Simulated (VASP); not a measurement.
Here is a VASP 6.6.1 calculation.

INCAR

```
SYSTEM = Ta
  ALGO = Normal
  EDIFF = 1E-7
  EDIFFG = -0.01
  ENCUT = 500
  GGA = PS
  GGA_COMPAT = .FALSE.
  IBRION = 2
  ISIF = 3
  ISMEAR = -1
  LASPH = .TRUE.
  LCHARG = .FALSE.
  LREAL = .FALSE.
  LWAVE = .FALSE.
  NELM = 120
  NELMIN = 4
  NSW = 80
  PREC = Accurate
  SIGMA = 0.05
```

File KPOINTS:

```
k-points
0
G
  9 9 9
  0 0 0
```

File POSCAR:

```
Ta
1.0
    0.0000000000      2.0800000000      2.0800000000
    2.0800000000      0.0000000000      2.0800000000
    2.0800000000      2.0800000000      0.0000000000
Ta
1
Direct
    0.0000000000      0.0000000000      0.0000000000
```

Potentials or basis: VASP PAW PBE potentials, release 64 (Ta_pv).

Run with:

```console
$ cat potpaw_PBE.64/Ta_pv/POTCAR > POTCAR
$ mpirun -np 1 vasp_std > vasp.out
```

(1) What does it give for the relaxed cell?

(2) Estimate the space group after relaxing (to 0.1 Å).

(3) What does it give for the band gap on the k mesh?

## Answers

(1) a = 2.955 Å, b = 2.955 Å, c = 2.955 Å, α = 60.00°, β = 60.00°, γ = 60.00°.

(2) Fm-3m (No. 225).

(3) zero (an odd number of electrons rules out a gap without spin polarisation).

Caveat: spin-orbit coupling is left out, which moves the levels of the heavy elements.
